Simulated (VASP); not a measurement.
# Ti (Fd-3m) in VASP: notebook

Runs on Ti. Level: LDA. Tasks: single point.

Program: VASP 6.6.1. These are calculated values, not measurements. Logs are shortened: lines on timing, memory, paths and dates and some standing lists are left out, and cuts for length are marked.

## 1. The cell of the first run

It takes space group Fd-3m (No. 227, cubic). Conventional cell: a = 5.500 Å, b = 5.500 Å, c = 5.500 Å, α = 90.00°, β = 90.00°, γ = 90.00°. Within 3.1 Å of Ti (site symmetry -43m) lie 4 Ti at 2.38 Å.

## 2. Single point, LDA (volume scaled by 1.08)

The input, INCAR:

```
PREC     = Accurate       # precision mode
ENCUT    = 520            # plane-wave cutoff, eV
EDIFF    = 1E-6           # SCF threshold, eV
ISMEAR   = -1             # smearing method
SIGMA    = 0.1            # smearing width, eV
LREAL    = F              # projectors in reciprocal space
LASPH    = T              # aspherical terms in the spheres
NELM     = 60             # most SCF steps
ALGO     = Normal         # electronic algorithm
ISIF     = 2              # what is computed and relaxed
LWAVE    = F              # write WAVECAR
LCHARG   = F              # write CHGCAR
NBANDS   = 19             # bands
```

The input, KPOINTS:

```
Automatic mesh
0
Gamma
  11 11 11
```

The input, POSCAR:

```
Ti
1.0
    0.0000000000      2.7500875779      2.7500875779
    2.7500875779      0.0000000000      2.7500875779
    2.7500875779      2.7500875779      0.0000000000
Ti
2
Direct
    0.1250000000      0.1250000000      0.1250000000
    0.8750000000      0.8750000000      0.8750000000
```

Potentials or basis: VASP PAW LDA potentials, release 64 (Ti_sv).

Command:

```sh
$ cat potpaw_LDA.64/Ti_sv/POTCAR > POTCAR
$ mpirun -np 1 vasp_std > vasp.out
```

OUTCAR:

```text
PREC = Accurate
   ENCUT = 520
   EDIFF = 1E-6
   ISMEAR = -1
   LREAL = F
   LASPH = T
   NELM = 60
   ISIF = 2

 ion  position               nearest neighbor table
   1  0.125  0.125  0.125-   2 2.38   2 2.38   2 2.38   2 2.38
   2  0.875  0.875  0.875-   1 2.38   1 2.38   1 2.38   1 2.38

  LATTYP: Found a face centered cubic cell.
 ALAT       =     5.5001751558

  Lattice vectors:

 A1 = (   0.0000000000,   2.7500875779,   2.7500875779)
 A2 = (   2.7500875779,   0.0000000000,   2.7500875779)
 A3 = (   2.7500875779,   2.7500875779,   0.0000000000)

Analysis of symmetry for initial positions (statically):
=====================================================================
 Subroutine PRICEL returns:
 Original cell was already a primitive cell.

 Routine SETGRP: Setting up the symmetry group for a
 face centered cubic supercell.

 Subroutine GETGRP returns: Found 48 space group operations
 (whereof 12 operations were pure point group operations)
 out of a pool of 48 trial point group operations.

The static configuration has the point symmetry D_3d.
 The point group associated with its full space group is O_h .

Analysis of symmetry for dynamics (positions and initial velocities):
=====================================================================
 Subroutine PRICEL returns:
 Original cell was already a primitive cell.

 Routine SETGRP: Setting up the symmetry group for a
 face centered cubic supercell.

 Subroutine GETGRP returns: Found 48 space group operations
 (whereof 12 operations were pure point group operations)
 out of a pool of 48 trial point group operations.

The dynamic configuration has the point symmetry D_3d.
 The point group associated with its full space group is O_h .

 Subroutine INISYM returns: Found 48 space group operations
 (whereof 12 operations are pure point group operations),
 and found     1 'primitive' translations

----------------------------------------------------------------------------------------

                                     Primitive cell

  volume of cell :      41.5977

  direct lattice vectors                    reciprocal lattice vectors
     0.000000000  2.750087578  2.750087578    -0.181812392  0.181812392  0.181812392
     2.750087578  0.000000000  2.750087578     0.181812392 -0.181812392  0.181812392
     2.750087578  2.750087578  0.000000000     0.181812392  0.181812392 -0.181812392

  length of vectors
     3.889211150  3.889211150  3.889211150     0.314908300  0.314908300  0.314908300

  position of ions in fractional coordinates (direct lattice)
     0.125000000  0.125000000  0.125000000
     0.875000000  0.875000000  0.875000000

  ion indices of the primitive-cell ions
   primitive index   ion index
                 1           1
                 2           2

----------------------------------------------------------------------------------------

 KPOINTS: Automatic mesh

Automatic generation of k-mesh.
 Grid dimensions read from file:
 generate k-points for:   11   11   11

 Generating k-lattice:

  Cartesian coordinates                     Fractional coordinates (reciprocal lattice)
    -0.016528399  0.016528399  0.016528399     0.090909091  0.000000000  0.000000000
     0.016528399 -0.016528399  0.016528399     0.000000000  0.090909091  0.000000000
     0.016528399  0.016528399 -0.016528399     0.000000000  0.000000000  0.090909091

  Length of vectors
     0.028628027  0.028628027  0.028628027

  Shift w.r.t. Gamma in fractional coordinates (k-lattice)
     0.000000000  0.000000000  0.000000000

 Subroutine IBZKPT returns following result:
 ===========================================

 Found     56 irreducible k-points:

 Following reciprocal coordinates:
            Coordinates               Weight
  0.000000  0.000000  0.000000      1.000000
  0.090909  0.000000  0.000000      8.000000
  0.181818  0.000000  0.000000      8.000000
  0.272727  0.000000  0.000000      8.000000
  0.363636  0.000000  0.000000      8.000000
  0.454545  0.000000  0.000000      8.000000
[... 16 lines left out ...]
 -0.272727  0.181818  0.000000     24.000000
 -0.181818  0.181818  0.000000     12.000000
 [... further k-points ...]
   k-points           NKPTS =     56   k-points in BZ     NKDIM =     56   number of bands    NBANDS=     19
   number of dos      NEDOS =    301   number of ions     NIONS =      2
   total plane-waves  NPLWV =  27000
   dimension x,y,z NGX =    30 NGY =   30 NGZ =   30
   dimension x,y,z NGXF=    60 NGYF=   60 NGZF=   60
   ions per type =               2
   NGX,Y,Z   is equivalent  to a cutoff of  12.82, 12.82, 12.82 a.u.
   NGXF,Y,Z  is equivalent  to a cutoff of  25.65, 25.65, 25.65 a.u.
 SYSTEM =  unknown system
   PREC   = accura    normal or accurate (medium, high low for compatibility)
   ISTART =      0    job   : 0-new  1-cont  2-samecut
   ICHARG =      2    charge: 1-file 2-atom 10-const
   ISPIN  =      1    spin polarized calculation?
   LNONCOLLINEAR =      F non collinear calculations
   LSORBIT =      F    spin-orbit coupling
   LASPH  =      T    aspherical Exc in radial PAW
   ENCUT  =  520.0 eV  38.22 Ry    6.18 a.u.   7.23  7.23  7.23*2*pi/ulx,y,z
   NELM   =     60;   NELMIN=  2; NELMDL= -5     # of ELM steps
   EDIFF  = 0.1E-05   stopping-criterion for ELM
   LREAL  =      F    real-space projection
   EDIFFG = 0.1E-04   stopping-criterion for IOM
   NSW    =      0    number of steps for IOM
   IBRION =     -1    ionic relax: 0-MD 1-quasi-New 2-CG
   NFREE  =      0    steps in history (QN), initial steepest desc. (CG)
   ISIF   =      2    stress and relaxation
   ISYM   =      2    0-nonsym 1-usesym 2-fastsym
   POTIM  = 0.5000    time-step for ionic-motion
   TEBEG  =    0.0;   TEEND  =   0.0 temperature during run
   PSTRESS=    0.0 pullay stress
   NELECT =      24.0000    total number of electrons
   NUPDOWN=      -1.0000    fix difference up-down
   EMIN   =  10.00;   EMAX   =-10.00  energy-range for DOS
   EFERMI =   0.00;   METHOD = LEGACY
   ISMEAR =    -1;   SIGMA  =   0.10  broadening in eV -4-tet -1-fermi 0-gaus
   EFERMI_NEDOS =   21; number of points for ismear=-14 and -15
   IALGO  =     38    algorithm
   IMIX   =      4    mixing-type and parameters
     AMIX     =   0.40;   BMIX     =  1.00
     AMIX_MAG =   1.60;   BMIX_MAG =  1.00
  volume/ion in A,a.u.               =      20.80       140.36
  Fermi-wavevector in a.u.,A,eV,Ry     =   1.362873  2.575457 25.271772  1.857423
  Thomas-Fermi vector in A             =   2.489325
   LORBIT       =      0    0 simple, 1 ext, 2 COOP (PROOUT), +10 PAW based schemes
   GGA     = CA    functional components
   LHFCALC =     F    Hartree Fock is set to
   AEXX    =    0.0000 exact exchange contribution
   IVDW    =     0    specifies the selected vdW correction
   LEPSILON=     F    determine dielectric tensor
   LRPA    =     F    only Hartree local field effects (RPA)
 non-spin polarized calculation
  energy-cutoff  :      520.00
  volume of cell :       41.60
 maximum number of plane-waves:      1139
 NGX is ok and might be reduce to    30
   NGX = 15   NGY = 15   NGZ = 15

 number of electron      24.0000005 magnetization

 Free energy of the ion-electron system (eV)
  ---------------------------------------------------
  ext. energy  EPLUGINS =         0.00000000
  ---------------------------------------------------
  free energy    TOTEN  =       -12.59453013 eV

  energy without entropy =      -12.40417554  energy(sigma->0) =      -12.49935284

 E-fermi :   5.9232     XC(G=0): -10.6230

 val. band max:        5.9206928544   @ k =  -0.4545   0.4545   0.0909
 cond. band min:       5.9254302593   @ k =  -0.0909   0.0909   0.0000
 fundamental gap:      0.0047374049
 Fermi energy:         5.9232274557

 k-point     1 :       0.0000    0.0000    0.0000
  band No.  band energies     occupation
      1     -50.0710      2.00000
      2     -49.3595      2.00000
      3     -26.9217      2.00000
      4     -26.9217      2.00000
      5     -26.9217      2.00000
      6     -25.9792      2.00000
[... 11 lines left out ...]
     18      10.2496      0.00000
     19      10.2496      0.00000

 k-point     2 :       0.0909    0.0000    0.0000
  band No.  band energies     occupation
      1     -50.0605      2.00000
      2     -49.3706      2.00000
      3     -26.9324      2.00000
      4     -26.9324      2.00000
      5     -26.9229      2.00000
      6     -25.9793      2.00000
[... 11 lines left out ...]
     18      10.2398      0.00000
     19      10.2398      0.00000

 k-point     3 :       0.1818    0.0000    0.0000
  band No.  band energies     occupation
      1     -50.0307      2.00000
      2     -49.4022      2.00000
      3     -26.9600      2.00000
      4     -26.9600      2.00000
      5     -26.9267      2.00000
      6     -25.9791      2.00000
[... 11 lines left out ...]
     18      10.2015      0.00000
     19      10.2015      0.00000

 k-point     4 :       0.2727    0.0000    0.0000
  band No.  band energies     occupation
      1     -49.9864      2.00000
      2     -49.4487      2.00000
      3     -26.9940      2.00000
      4     -26.9939      2.00000
      5     -26.9330      2.00000
      6     -25.9773      2.00000
[... 11 lines left out ...]
     18      10.1130      0.00000
     19      10.1130      0.00000

 k-point     5 :       0.3636    0.0000    0.0000
  band No.  band energies     occupation
      1     -49.9375      2.00000
      2     -49.4997      2.00000
      3     -27.0233      2.00000
      4     -27.0233      2.00000
      5     -26.9400      2.00000
      6     -25.9742      2.00000
[... 11 lines left out ...]
     18       9.9576      0.00000
     19       9.9576      0.00000
[... 334 lines left out ...]
      2     -49.5790      2.00000
      3     -27.1461      2.00000
      4     -27.0768      2.00000
      5     -26.7739      2.00000
      6     -26.1313      2.00000
[... 11 lines left out ...]
     18       9.7938      0.00000
     19       9.9045      0.00000

 k-point    22 :      -0.3636    0.1818    0.0000
  band No.  band energies     occupation
      1     -49.8766      2.00000
      2     -49.5627      2.00000
      3     -27.1457      2.00000
      4     -27.0570      2.00000
      5     -26.7904      2.00000
      6     -26.1136      2.00000
[... 11 lines left out ...]
     18       9.3233      0.00000
     19      10.2189      0.00000

 k-point    23 :      -0.2727    0.1818    0.0000
  band No.  band energies     occupation
      1     -49.9210      2.00000
      2     -49.5168      2.00000
      3     -27.1203      2.00000
      4     -27.0258      2.00000
      5     -26.8218      2.00000
      6     -26.0824      2.00000
[... 11 lines left out ...]
     18       9.2686      0.00000
     19      10.3785      0.00000

 k-point    24 :      -0.1818    0.1818    0.0000
  band No.  band energies     occupation
      1     -49.9695      2.00000
      2     -49.4663      2.00000
      3     -27.0734      2.00000
      4     -26.9920      2.00000
      5     -26.8613      2.00000
      6     -26.0439      2.00000
[... 11 lines left out ...]
     18       9.6149      0.00000
     19      10.4081      0.00000

 [... further k-points ...]

------------------------ aborting loop because EDIFF is reached ----------------------------------------

  FORCE on cell =-STRESS in cart. coord.  units (eV):
  Direction    XX          YY          ZZ          XY          YZ          ZX
  --------------------------------------------------------------------------------------
  -------------------------------------------------------------------------------------
  Total       -0.5745822     -0.5745822     -0.5745822      0.0000000      0.0000000     -0.0000000
  in kB      -22.1305978    -22.1305978    -22.1305978      0.0000000      0.0000000     -0.0000000
  external PRESSURE =     -22.1305978 kB  Pullay stress =       0.0000000 kB

 VOLUME and BASIS-vectors are now :
 -----------------------------------------------------------------------------
  energy-cutoff  :      520.00
  volume of cell :       41.60
      direct lattice vectors                 reciprocal lattice vectors
     0.000000000  2.750087578  2.750087578    -0.181812392  0.181812392  0.181812392
     2.750087578  0.000000000  2.750087578     0.181812392 -0.181812392  0.181812392
     2.750087578  2.750087578  0.000000000     0.181812392  0.181812392 -0.181812392

 POSITION                                       TOTAL-FORCE (eV/Angst)
 -----------------------------------------------------------------------------------
      0.68752      0.68752      0.68752         0.000000      0.000000      0.000000
      4.81265      4.81265      4.81265        -0.000000     -0.000000     -0.000000
 -----------------------------------------------------------------------------------
    total drift:                               -0.000000      0.000000      0.000000

  FREE ENERGIE OF THE ION-ELECTRON SYSTEM (eV)
  ---------------------------------------------------
  free  energy   TOTEN  =       -12.5945301340 eV

  energy  without entropy=      -12.4041755370  energy(sigma->0) =      -12.49935284
```

Wall time 19 s (1 thread of Intel Xeon 6975P-C (Granite Rapids), shared host); peak memory 0.16 GiB.

Results:

| Property | Result |
| --- | --- |
| Free energy | -12.5945 eV |
| Pressure | -2.2 GPa |
| Band gap on the k mesh | zero (band 12 reaches 6.04 eV, above the bottom of band 13 at 5.78 eV) |

## 3. Single point, LDA (volume scaled by 1.12)

INCAR, as its differences from that of step 2:

```diff
@@ -11,3 +11,6 @@
 LWAVE    = F              # write WAVECAR
-LCHARG   = F              # write CHGCAR
+LCHARG   = T              # write CHGCAR
+GGA      = CA             # functional
+LELF     = T              # ELF
+LVHAR    = T            
 NBANDS   = 19             # bands
```

The input, KPOINTS:

```
regular mesh
0
Gamma
  11 11 11
```

The input, POSCAR:

```
Ti
1.0
    0.0000000000      2.7836285369      2.7836285369
    2.7836285369      0.0000000000      2.7836285369
    2.7836285369      2.7836285369      0.0000000000
Ti
2
Direct
    0.1250000000      0.1250000000      0.1250000000
    0.8750000000      0.8750000000      0.8750000000
```

Potentials or basis: VASP PAW LDA potentials, release 64 (Ti_sv).

Command:

```sh
$ cat potpaw_LDA.64/Ti_sv/POTCAR > POTCAR
$ mpirun -np 1 vasp_std > vasp.out
```

It took 19 s on 1 thread of Intel Xeon 6975P-C (Granite Rapids), shared host; peak memory 0.16 GiB.

The run converged. Its results:

```yaml
Free_energy: -12.5680 eV
Pressure: -3.3 GPa
Band_gap_on_the_k_mesh: zero (band 12 reaches 5.66 eV, above the bottom of band 13 at 5.46 eV)
```

Levels at points of the mesh, in eV from the Fermi level:
```tsv
k point	band 9	band 10	band 11	band 12	band 13	band 14	band 15	band 16
(0.00, 0.00, 0.00)	-4.83	-0.70	-0.70	-0.14	-0.14	-0.14	1.80	1.80
```
